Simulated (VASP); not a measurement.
# Si (Fd-3m) in VASP: further runs

The runs below take Si through single point, with PBE.

Everything below comes from runs of VASP 6.6.1. Logs are shortened: lines on timing, memory, paths and dates and some standing lists are left out, and cuts for length are marked.

## Step 1: The cell of the first run

The structure is cubic, space group Fd-3m (No. 227). The conventional cell has a = 5.502 Å, b = 5.502 Å, c = 5.502 Å, α = 90.00°, β = 90.00°, γ = 90.00°. Si (site symmetry -43m) has 4 Si at 2.38 Å within 3.1 Å.

## Step 2: Single point, PBE (volume scaled by 1.04)

Input file INCAR:

```
  PREC = Accurate
  ENCUT = 520
  EDIFF = 1E-6
  ISMEAR = -1
  SIGMA = 0.08
  LREAL = F
  LASPH = T
  NELM = 100
  ALGO = Normal
  ISIF = 2
  LWAVE = F
  LCHARG = T
  GGA = PE
  LELF = T
  LVHAR = T
  NBANDS = 11
```

Input file KPOINTS:

```
regular mesh
0
Gamma
  11 11 11
```

Input file POSCAR:

```
Si
1.0
    0.0000000000      2.7512039663      2.7512039663
    2.7512039663      0.0000000000      2.7512039663
    2.7512039663      2.7512039663      0.0000000000
Si
2
Direct
    0.5000000000      0.5000000000      0.5000000000
    0.7500000000      0.7500000000      0.7500000000
```

Potentials or basis: VASP PAW PBE potentials, release 64 (Si).

Command:

```bash
> cat potpaw_PBE.64/Si/POTCAR > POTCAR
> mpirun -np 1 vasp_std > vasp.out
```

OUTCAR:

```text
PREC = Accurate
   ENCUT = 520
   EDIFF = 1E-6
   ISMEAR = -1
   LREAL = F
   LASPH = T
   NELM = 100
   ISIF = 2
   GGA = PE

 ion  position               nearest neighbor table
   1  0.500  0.500  0.500-   2 2.38   2 2.38   2 2.38   2 2.38
   2  0.750  0.750  0.750-   1 2.38   1 2.38   1 2.38   1 2.38

  LATTYP: Found a face centered cubic cell.
 ALAT       =     5.5024079326

  Lattice vectors:

 A1 = (   0.0000000000,   2.7512039663,   2.7512039663)
 A2 = (   2.7512039663,   0.0000000000,   2.7512039663)
 A3 = (   2.7512039663,   2.7512039663,   0.0000000000)

Analysis of symmetry for initial positions (statically):
=====================================================================
 Subroutine PRICEL returns:
 Original cell was already a primitive cell.

 Routine SETGRP: Setting up the symmetry group for a
 face centered cubic supercell.

 Subroutine GETGRP returns: Found 48 space group operations
 (whereof 24 operations were pure point group operations)
 out of a pool of 48 trial point group operations.

The static configuration has the point symmetry T_d .
 The point group associated with its full space group is O_h .

Analysis of symmetry for dynamics (positions and initial velocities):
=====================================================================
 Subroutine PRICEL returns:
 Original cell was already a primitive cell.

 Routine SETGRP: Setting up the symmetry group for a
 face centered cubic supercell.

 Subroutine GETGRP returns: Found 48 space group operations
 (whereof 24 operations were pure point group operations)
 out of a pool of 48 trial point group operations.

The dynamic configuration has the point symmetry T_d .
 The point group associated with its full space group is O_h .

 Subroutine INISYM returns: Found 48 space group operations
 (whereof 24 operations are pure point group operations),
 and found     1 'primitive' translations

----------------------------------------------------------------------------------------

                                     Primitive cell

  volume of cell :      41.6484

  direct lattice vectors                    reciprocal lattice vectors
     0.000000000  2.751203966  2.751203966    -0.181738616  0.181738616  0.181738616
     2.751203966  0.000000000  2.751203966     0.181738616 -0.181738616  0.181738616
[... 78 lines left out ...]
   ICHARG =      2    charge: 1-file 2-atom 10-const
   ISPIN  =      1    spin polarized calculation?
   LNONCOLLINEAR =      F non collinear calculations
   LSORBIT =      F    spin-orbit coupling
   LASPH  =      T    aspherical Exc in radial PAW
   ENCUT  =  520.0 eV  38.22 Ry    6.18 a.u.   7.23  7.23  7.23*2*pi/ulx,y,z
   NELM   =    100;   NELMIN=  2; NELMDL= -5     # of ELM steps
   EDIFF  = 0.1E-05   stopping-criterion for ELM
   LREAL  =      F    real-space projection
   EDIFFG = 0.1E-04   stopping-criterion for IOM
   NSW    =      0    number of steps for IOM
   IBRION =     -1    ionic relax: 0-MD 1-quasi-New 2-CG
   NFREE  =      0    steps in history (QN), initial steepest desc. (CG)
   ISIF   =      2    stress and relaxation
   ISYM   =      2    0-nonsym 1-usesym 2-fastsym
   POTIM  = 0.5000    time-step for ionic-motion
   TEBEG  =    0.0;   TEEND  =   0.0 temperature during run
   PSTRESS=    0.0 pullay stress
   NELECT =       8.0000    total number of electrons
   NUPDOWN=      -1.0000    fix difference up-down
   EMIN   =  10.00;   EMAX   =-10.00  energy-range for DOS
   EFERMI =   0.00;   METHOD = LEGACY
   ISMEAR =    -1;   SIGMA  =   0.08  broadening in eV -4-tet -1-fermi 0-gaus
   EFERMI_NEDOS =   21; number of points for ismear=-14 and -15
   IALGO  =     38    algorithm
   IMIX   =      4    mixing-type and parameters
     AMIX     =   0.40;   BMIX     =  1.00
     AMIX_MAG =   1.60;   BMIX_MAG =  1.00
  volume/ion in A,a.u.               =      20.82       140.53
  Fermi-wavevector in a.u.,A,eV,Ry     =   0.944580  1.784997 12.139543  0.892231
  Thomas-Fermi vector in A             =   2.072398
   LORBIT       =      0    0 simple, 1 ext, 2 COOP (PROOUT), +10 PAW based schemes
   GGA     = PE    functional components
[... 5 lines left out ...]
 non-spin polarized calculation
  energy-cutoff  :      520.00
  volume of cell :       41.65
 maximum number of plane-waves:      1139
 NGX is ok and might be reduce to    30
   NGX = 15   NGY = 15   NGZ = 15

 number of electron       8.0000001 magnetization

 Free energy of the ion-electron system (eV)
  ---------------------------------------------------
  ext. energy  EPLUGINS =         0.00000000
  ---------------------------------------------------
  free energy    TOTEN  =       -10.84585230 eV

  energy without entropy =      -10.84563286  energy(sigma->0) =      -10.84574258

 E-fermi :   5.7472     XC(G=0):  -9.2560

 val. band max:        5.4343603202   @ k =   0.0000   0.0000   0.0000
 cond. band min:       6.1042110669   @ k =   0.4545   0.4545   0.0000
 fundamental gap:      0.6698507467
 Fermi energy:         5.7471893502

 k-point     1 :       0.0000    0.0000    0.0000
  band No.  band energies     occupation
      1      -6.2569      2.00000
      2       5.4344      1.96072
      3       5.4344      1.96072
      4       5.4344      1.96072
      5       7.9833      0.00000
      6       7.9833      0.00000
      7       7.9833      0.00000
      8       8.3600      0.00000
      9      13.1337      0.00000
     10      13.1337      0.00000
     11      13.2401      0.00000
[... 309 lines left out ...]
 k-point    24 :      -0.1818    0.1818    0.0000
  band No.  band energies     occupation
      1      -5.1723      2.00000
      2       1.4057      2.00000
      3       2.8596      2.00000
      4       4.7673      1.99999
      5       8.3198      0.00000
      6       9.1333      0.00000
      7       9.4112      0.00000
      8      10.9640      0.00000
      9      11.5536      0.00000
     10      15.1654      0.00000
     11      15.8695      0.00000

 [... further k-points ...]
[... 5 lines left out ...]
  --------------------------------------------------------------------------------------
  -------------------------------------------------------------------------------------
  Total       -0.4100345     -0.4100345     -0.4100345      0.0000000     -0.0000000      0.0000000
  in kB      -15.7736642    -15.7736642    -15.7736642      0.0000000     -0.0000000      0.0000000
  external PRESSURE =     -15.7736642 kB  Pullay stress =       0.0000000 kB

 VOLUME and BASIS-vectors are now :
 -----------------------------------------------------------------------------
  energy-cutoff  :      520.00
  volume of cell :       41.65
      direct lattice vectors                 reciprocal lattice vectors
     0.000000000  2.751203966  2.751203966    -0.181738616  0.181738616  0.181738616
     2.751203966  0.000000000  2.751203966     0.181738616 -0.181738616  0.181738616
     2.751203966  2.751203966  0.000000000     0.181738616  0.181738616 -0.181738616

 POSITION                                       TOTAL-FORCE (eV/Angst)
 -----------------------------------------------------------------------------------
      2.75120      2.75120      2.75120         0.000000     -0.000000      0.000000
      4.12681      4.12681      4.12681        -0.000000      0.000000     -0.000000
 -----------------------------------------------------------------------------------
    total drift:                                0.000000     -0.000000     -0.000000

  FREE ENERGIE OF THE ION-ELECTRON SYSTEM (eV)
  ---------------------------------------------------
  free  energy   TOTEN  =       -10.8458522997 eV

  energy  without entropy=      -10.8456328622  energy(sigma->0) =      -10.84574258
```

OSZICAR:

```text
N       E                     dE             d eps       ncg     rms          rms(c)
DAV:   1     0.824774695895E+01    0.82477E+01   -0.33146E+03  1232   0.589E+02
DAV:   2    -0.104343304111E+02   -0.18682E+02   -0.17998E+02  1652   0.870E+01
DAV:   3    -0.109991565655E+02   -0.56483E+00   -0.56308E+00  1565   0.131E+01
DAV:   4    -0.110038086964E+02   -0.46521E-02   -0.46516E-02  1469   0.152E+00
DAV:   5    -0.110038560132E+02   -0.47317E-04   -0.47316E-04  1621   0.141E-01    0.464E+00
DAV:   6    -0.108953456872E+02    0.10851E+00   -0.59932E-02  1391   0.101E+00    0.282E+00
DAV:   7    -0.108443211678E+02    0.51025E-01   -0.11940E-01  1399   0.153E+00    0.155E-01
DAV:   8    -0.108456102761E+02   -0.12891E-02   -0.55271E-03  1400   0.396E-01    0.779E-02
DAV:   9    -0.108458275299E+02   -0.21725E-03   -0.21270E-04  1525   0.876E-02    0.567E-02
DAV:  10    -0.108458516010E+02   -0.24071E-04   -0.21088E-05  1475   0.265E-02    0.486E-03
DAV:  11    -0.108458522997E+02   -0.69880E-06   -0.19243E-06  1501   0.720E-03
   1 F= -.10845852E+02 E0= -.10845743E+02  d E =-.219438E-03
```

Wall time 31 s (1 thread of Intel Xeon 8259CL, shared host); peak memory 0.16 GiB.

Results:

```yaml
Free_energy: -10.8459 eV
Pressure: -1.6 GPa
Band_gap_on_the_k_mesh: 0.67 eV, indirect (least direct gap 2.55 eV)
```

Levels at points of the mesh, in eV from the valence-band top:
```tsv
k point	band 1	band 2	band 3	band 4	band 5	band 6	band 7	band 8
(0.00, 0.00, 0.00)	-11.69	0.00	0.00	0.00	2.55	2.55	2.55	2.93
```

## Step 3: Single point, PBE (volume scaled by 1.06)

Input file INCAR:

```
SYSTEM = Si
ALGO     = Normal         ! electronic algorithm
EDIFF    = 1E-6           ! SCF threshold, eV
ENCUT    = 520            ! plane-wave cutoff, eV
GGA      = PE             ! functional
ISIF     = 2              ! what is computed and relaxed
ISMEAR   = -1             ! smearing method
LASPH    = .TRUE.         ! aspherical terms in the spheres
LCHARG   = .FALSE.        ! write CHGCAR
LREAL    = .FALSE.        ! projectors in reciprocal space
LWAVE    = .FALSE.        ! write WAVECAR
NBANDS   = 11             ! bands
NELM     = 60             ! most SCF steps
PREC     = Accurate       ! precision mode
SIGMA    = 0.08           ! smearing width, eV
```

Input file KPOINTS:

```
k-points
0
G
  11 11 11
  0 0 0
```

Input file POSCAR:

```
Si
1.0
    0.0000000000      2.7687280309      2.7687280309
    2.7687280309      0.0000000000      2.7687280309
    2.7687280309      2.7687280309      0.0000000000
Si
2
Direct
    0.5000000000      0.5000000000      0.5000000000
    0.7500000000      0.7500000000      0.7500000000
```

Potentials or basis: VASP PAW PBE potentials, release 64 (Si).

Command:

```bash
> cat potpaw_PBE.64/Si/POTCAR > POTCAR
> mpirun -np 1 vasp_std > vasp.out
```

It took 29 s on 1 thread of Intel Xeon 8259CL, shared host; peak memory 0.16 GiB.

It converged, with:

| Property | Result |
| --- | --- |
| Free energy | -10.8342 eV |
| Pressure | -3.1 GPa |
| Band gap on the k mesh | 0.70 eV, indirect (least direct gap 2.48 eV) |

Levels at points of the mesh, in eV from the valence-band top:
| k point | band 1 | band 2 | band 3 | band 4 | band 5 | band 6 | band 7 | band 8 | band 9 |
| --- | --- | --- | --- | --- | --- | --- | --- | --- | --- |
| (0.00, 0.00, 0.00) | -11.57 | 0.00 | 0.00 | 0.00 | 2.54 | 2.54 | 2.54 | 2.71 | 7.69 |

 A k mesh can miss the band edges.
